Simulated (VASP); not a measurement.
## AlCo: relaxation of cell and atoms with PBE

AlCo:

```
CELL_PARAMETERS angstrom
5.12296 0.00000 0.00000
-2.56148 4.43662 0.00000
0.00000 0.00000 3.81859
ATOMIC_POSITIONS crystal
Al 0.50000 0.00000 0.00000
Al 0.50000 0.50000 0.00000
Al 0.00000 0.50000 0.00000
Co 0.00000 0.00000 0.00000
Co 0.33333 0.66667 0.50000
Co 0.66667 0.33333 0.50000
```

| Property | Result |
| --- | --- |
| Program | VASP 6.6.1 |
| Task | relaxation of cell and atoms |
| Functional | PBE |
| Potentials or basis | VASP PAW PBE potentials, release 64 (Al, Co) |
| Cutoff | 600 eV |
| k mesh | 12 × 12 × 10 |
| Occupations | gaussian, width 0.1 eV |
| Spin | no spin polarisation |
| Dipole correction | no |
| Further INCAR settings | ALGO = Fast; EDIFF = 1e-06; IBRION = 2; EDIFFG = -0.01; NSW = 100; ISIF = 3 |

* Relaxed volume: 14.47 Å³/atom
* Relaxed cell: a = 5.130 Å, b = 5.130 Å, c = 3.811 Å, α = 90.00°, β = 90.00°, γ = 120.00°
* Space group after relaxing (to 0.1 Å): P6/mmm (No. 191)
* Energy gained by relaxing: 16.5 meV/atom
* Ionic steps: 9
* Pressure after relaxing: 0.0 GPa
* Band gap on the k mesh: zero (bands 18 and 19 overlap by 0.48 eV)

The path:
```tsv
step	energy change (eV)	largest force (eV/Å)	pressure (GPa)	volume (Å³)
1	0.0000	0.0000	0.29	86.79
2	-0.0984	0.0000	-0.31	87.12
3	-0.0984	0.0000	-0.32	87.11
4	-0.0986	0.0000	-0.27	86.98
5	-0.0986	0.0000	-0.12	86.89
6	-0.0988	0.0000	-0.11	86.92
7	-0.0988	0.0000	-0.20	86.93
8	-0.0988	0.0000	0.18	86.73
9	-0.0988	0.0000	0.00	86.84
```

Final structure:
```yaml
crystal:
  lattice:
    - [5.12975, 0.00000, 0.00000]
    - [-2.56488, 4.44249, 0.00000]
    - [0.00000, 0.00000, 3.81071]
  atoms:
    - { symbol: Al, position: [0.50000, 0.00000, 0.00000] }
    - { symbol: Al, position: [0.50000, 0.50000, 0.00000] }
    - { symbol: Al, position: [0.00000, 0.50000, 0.00000] }
    - { symbol: Co, position: [0.00000, 0.00000, 0.00000] }
    - { symbol: Co, position: [0.33333, 0.66667, 0.50000] }
    - { symbol: Co, position: [0.66667, 0.33333, 0.50000] }
```

Levels at points of the mesh, in eV from the Fermi level:
```csv
k point,band 15,band 16,band 17,band 18,band 19,band 20,band 21,band 22
"(0.00, 0.00, 0.00)",-0.51,-0.51,-0.35,0.33,0.33,0.72,0.87,0.87
"(0.50, 0.00, 0.00)",-0.71,-0.55,-0.33,-0.28,0.64,1.86,2.75,3.37
"(0.00, 0.00, 0.50)",-0.86,-0.48,-0.30,-0.30,0.80,0.80,1.76,1.85
"(0.50, 0.00, 0.50)",-0.78,-0.56,-0.55,-0.41,0.09,0.23,0.79,1.29
```

It took 56 min on 1 thread of Oxide Virtual Turin-like Processor, with other jobs on the host, peak memory 0.38 GiB.

Caveat: the run has no spin polarisation, though such a crystal can be magnetic. Spin polarisation is off, so any magnetic state and its effect on volume and gap are missing.
